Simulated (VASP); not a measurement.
# Cd (Fm-3m) in VASP: relaxation of cell and atoms with PBEsol+D3(BJ)

Aim: the relaxation of cell and atoms of Cd with PBEsol+D3(BJ).

Program: VASP 6.6.1. These are calculated values, not measurements. Logs are shortened: lines on timing, memory, paths and dates and some standing lists are left out, and cuts for length are marked.

**1. The cell of the first run**

The structure is cubic, space group Fm-3m (No. 225). Conventional cell: a = 4.420 Å, b = 4.420 Å, c = 4.420 Å, α = 90.00°, β = 90.00°, γ = 90.00°. Cd (site symmetry m-3m) has 12 Cd at 3.13 Å within 4.1 Å.

This isn't the form of Cd at room conditions, which is hcp.

**2. Relaxation of cell and atoms, PBEsol+D3(BJ)**

Contents of INCAR:

```
SYSTEM = Cd
PREC     = Accurate       ! precision mode
ENCUT    = 500            ! plane-wave cutoff, eV
EDIFF    = 1E-7           ! SCF threshold, eV
ISMEAR   = -1             ! smearing method
SIGMA    = 0.1            ! smearing width, eV
LREAL    = .FALSE.        ! projectors in reciprocal space
LASPH    = .TRUE.         ! aspherical terms in the spheres
NELM     = 120            ! most SCF steps
ALGO     = Normal         ! electronic algorithm
ISIF     = 3              ! what is computed and relaxed
LWAVE    = .FALSE.        ! write WAVECAR
LCHARG   = .FALSE.        ! write CHGCAR
GGA      = PS             ! functional
IVDW     = 12             ! dispersion correction
IBRION   = 2              ! ionic algorithm
NSW      = 60             ! ionic steps
EDIFFG   = -0.03          ! ionic threshold
GGA_COMPAT= .FALSE.      
NELMIN   = 4
```

Contents of KPOINTS:

```
regular mesh
0
G
  9 9 9
  0 0 0
```

Contents of POSCAR:

```
Cd
1.0
    0.0000000000      2.2100000000      2.2100000000
    2.2100000000      0.0000000000      2.2100000000
    2.2100000000      2.2100000000      0.0000000000
Cd
1
Direct
    0.0000000000      0.0000000000      0.0000000000
```

Potentials or basis: VASP PAW PBE potentials, release 64 (Cd).

The run is started by

```bash
$ cat potpaw_PBE.64/Cd/POTCAR > POTCAR
$ mpirun -np 1 vasp_std > vasp.out
```

OUTCAR:

```text
SYSTEM = Cd
   PREC = Accurate
   ENCUT = 500
   EDIFF = 1E-7
   ISMEAR = -1
   LREAL = .FALSE.
   LASPH = .TRUE.
   NELM = 120
   ISIF = 3
   GGA = PS
   IVDW = 12
   IBRION = 2
   NSW = 60
   EDIFFG = -0.03
   NELMIN = 4
 IVDW          = 12

 ion  position               nearest neighbor table
   1  0.000  0.000  0.000-

  LATTYP: Found a face centered cubic cell.
 ALAT       =     4.4200000000

  Lattice vectors:

 A1 = (   0.0000000000,   2.2100000000,   2.2100000000)
 A2 = (   2.2100000000,   0.0000000000,   2.2100000000)
 A3 = (   2.2100000000,   2.2100000000,   0.0000000000)

Analysis of symmetry for initial positions (statically):
=====================================================================
 Subroutine PRICEL returns:
 Original cell was already a primitive cell.

 Routine SETGRP: Setting up the symmetry group for a
 face centered cubic supercell.

 Subroutine GETGRP returns: Found 48 space group operations
 (whereof 48 operations were pure point group operations)
 out of a pool of 48 trial point group operations.

The static configuration has the point symmetry O_h .

Analysis of symmetry for dynamics (positions and initial velocities):
=====================================================================
 Subroutine PRICEL returns:
 Original cell was already a primitive cell.

 Routine SETGRP: Setting up the symmetry group for a
 face centered cubic supercell.

 Subroutine GETGRP returns: Found 48 space group operations
 (whereof 48 operations were pure point group operations)
 out of a pool of 48 trial point group operations.

The dynamic configuration has the point symmetry O_h .

 Subroutine INISYM returns: Found 48 space group operations
 (whereof 48 operations are pure point group operations),
 and found     1 'primitive' translations

----------------------------------------------------------------------------------------

                                     Primitive cell

  volume of cell :      21.5877

  direct lattice vectors                    reciprocal lattice vectors
     0.000000000  2.210000000  2.210000000    -0.226244344  0.226244344  0.226244344
     2.210000000  0.000000000  2.210000000     0.226244344 -0.226244344  0.226244344
     2.210000000  2.210000000  0.000000000     0.226244344  0.226244344 -0.226244344

  length of vectors
     3.125411973  3.125411973  3.125411973     0.391866699  0.391866699  0.391866699

  position of ions in fractional coordinates (direct lattice)
     0.000000000  0.000000000  0.000000000
[... 66 lines left out ...]
 SYSTEM =  Cd
   PREC   = accura    normal or accurate (medium, high low for compatibility)
   ISTART =      0    job   : 0-new  1-cont  2-samecut
   ICHARG =      2    charge: 1-file 2-atom 10-const
   ISPIN  =      1    spin polarized calculation?
   LNONCOLLINEAR =      F non collinear calculations
   LSORBIT =      F    spin-orbit coupling
   LASPH  =      T    aspherical Exc in radial PAW
   ENCUT  =  500.0 eV  36.75 Ry    6.06 a.u.   5.70  5.70  5.70*2*pi/ulx,y,z
   NELM   =    120;   NELMIN=  4; NELMDL= -5     # of ELM steps
   EDIFF  = 0.1E-06   stopping-criterion for ELM
   LREAL  =      F    real-space projection
   EDIFFG = -.3E-01   stopping-criterion for IOM
   NSW    =     60    number of steps for IOM
   IBRION =      2    ionic relax: 0-MD 1-quasi-New 2-CG
   NFREE  =      1    steps in history (QN), initial steepest desc. (CG)
   ISIF   =      3    stress and relaxation
   ISYM   =      2    0-nonsym 1-usesym 2-fastsym
   POTIM  = 0.5000    time-step for ionic-motion
   TEBEG  =    0.0;   TEEND  =   0.0 temperature during run
   PSTRESS=    0.0 pullay stress
   NELECT =      12.0000    total number of electrons
   NUPDOWN=      -1.0000    fix difference up-down
   EMIN   =  10.00;   EMAX   =-10.00  energy-range for DOS
   EFERMI =   0.00;   METHOD = LEGACY
   ISMEAR =    -1;   SIGMA  =   0.10  broadening in eV -4-tet -1-fermi 0-gaus
   EFERMI_NEDOS =   21; number of points for ismear=-14 and -15
   IALGO  =     38    algorithm
   IMIX   =      4    mixing-type and parameters
     AMIX     =   0.40;   BMIX     =  1.00
     AMIX_MAG =   1.60;   BMIX_MAG =  1.00
  volume/ion in A,a.u.               =      21.59       145.68
  Fermi-wavevector in a.u.,A,eV,Ry     =   1.346066  2.543696 24.652305  1.811893
  Thomas-Fermi vector in A             =   2.473928
   LORBIT       =      0    0 simple, 1 ext, 2 COOP (PROOUT), +10 PAW based schemes
   GGA     = PS    functional components
   LHFCALC =     F    Hartree Fock is set to
   AEXX    =    0.0000 exact exchange contribution
   IVDW    =    12    specifies the selected vdW correction
   LEPSILON=     F    determine dielectric tensor
   LRPA    =     F    only Hartree local field effects (RPA)
 conjugate gradient relaxation of ions
 non-spin polarized calculation
  energy-cutoff  :      500.00
  volume of cell :       21.59
 maximum number of plane-waves:       556
   NGX = 11   NGY = 11   NGZ = 11

--------------------------------------- Ionic step        1  -------------------------------------------

 number of electron      12.0000005 magnetization

 Free energy of the ion-electron system (eV)
  ---------------------------------------------------
  ext. energy  EPLUGINS =         0.00000000
  ---------------------------------------------------
  free energy    TOTEN  =        -1.18363034 eV

  energy without entropy =       -1.17283942  energy(sigma->0) =       -1.17823488

------------------------ aborting loop because EDIFF is reached ----------------------------------------

 Edisp (eV)   -0.41479

 E8    (eV) :    -0.2776
[... 69 lines left out ...]
--------------------------------------- Ionic step        3  -------------------------------------------

 number of electron      11.9999995 magnetization

 Free energy of the ion-electron system (eV)
  ---------------------------------------------------
  ext. energy  EPLUGINS =         0.00000000
  ---------------------------------------------------
  free energy    TOTEN  =        -1.17266094 eV

  energy without entropy =       -1.16213081  energy(sigma->0) =       -1.16739588

 E-fermi :   3.2791     XC(G=0): -11.6376

 val. band max:        3.2188568221   @ k =   0.4444   0.0000   0.0000
 cond. band min:       3.4717239541   @ k =  -0.3333   0.4444   0.2222
 fundamental gap:      0.2528671320
 Fermi energy:         3.2790597901

 k-point     1 :       0.0000    0.0000    0.0000
  band No.  band energies     occupation
      1      -6.1854      2.00000
      2      -6.0088      2.00000
      3      -6.0088      2.00000
      4      -6.0088      2.00000
      5      -5.4538      2.00000
      6      -5.4538      2.00000
      7      17.5147      0.00000
      8      19.1130      0.00000
      9      19.1130      0.00000
     10      19.1130      0.00000
[... 287 lines left out ...]
 k-point    24 :       0.4444    0.4444    0.0000
  band No.  band energies     occupation
      1      -6.7714      2.00000
      2      -6.6974      2.00000
      3      -5.0428      2.00000
      4      -4.9304      2.00000
      5      -4.9304      2.00000
      6       1.2487      2.00000
      7       6.2226      0.00000
      8      10.5463      0.00000
      9      10.5463      0.00000
     10      15.0536      0.00000

 [... further k-points ...]

------------------------ aborting loop because EDIFF is reached ----------------------------------------

 Edisp (eV)   -0.44920

 E8    (eV) :    -0.3008
[... 24 lines left out ...]
  FREE ENERGIE OF THE ION-ELECTRON SYSTEM (eV)
  ---------------------------------------------------
  free  energy   TOTEN  =        -1.6218609648 eV

  energy  without entropy=       -1.6113308349  energy(sigma->0) =       -1.61659590

 reached required accuracy - stopping structural energy minimisation
```

CONTCAR:

```text
Cd
   1.00000000000000
    -0.0000000000000000    2.1542200868773871    2.1542200868773871
     2.1542200868773871    0.0000000000000000    2.1542200868773871
     2.1542200868773871    2.1542200868773871    0.0000000000000000
  Cd
     1
Direct
     0.0000000000000000    0.0000000000000000    0.0000000000000000

  0.00000000E+00  0.00000000E+00  0.00000000E+00
```

Wall time 6.2 s (1 thread of Intel Xeon 6975P-C (Granite Rapids), shared host); peak memory 0.14 GiB.

Results:

- Free energy: -1.6219 eV
- Relaxed volume: 19.99 Å³/atom
- Relaxed cell: a = 3.047 Å, b = 3.047 Å, c = 3.047 Å, α = 60.00°, β = 60.00°, γ = 60.00°
- Space group after relaxing (to 0.1 Å): Fm-3m (No. 225)
- Energy gained by relaxing: 23.4 meV/atom
- Ionic steps: 3
- Pressure after relaxing: 0.0 GPa
- Band gap on the k mesh: zero (bands 6 and 7 overlap by 1.47 eV)
- Dispersion energy per atom: -0.449 eV

The path:
```csv
step,energy change (eV),largest force (eV/Å),pressure (GPa),volume (Å³)
1,0.0000,0.0000,-4.34,21.59
2,-0.0230,0.0000,0.67,19.81
3,-0.0234,0.0000,0.02,19.99
```

Final structure:
```xyz
1
Lattice="0.0000 2.1542 2.1542 2.1542 0.0000 2.1542 2.1542 2.1542 0.0000" Properties=species:S:1:pos:R:3 pbc="T T T"
Cd    0.0000    0.0000    0.0000
```

Caveat: the PAW data sets were made with another functional, which shifts forces and pressure a little.
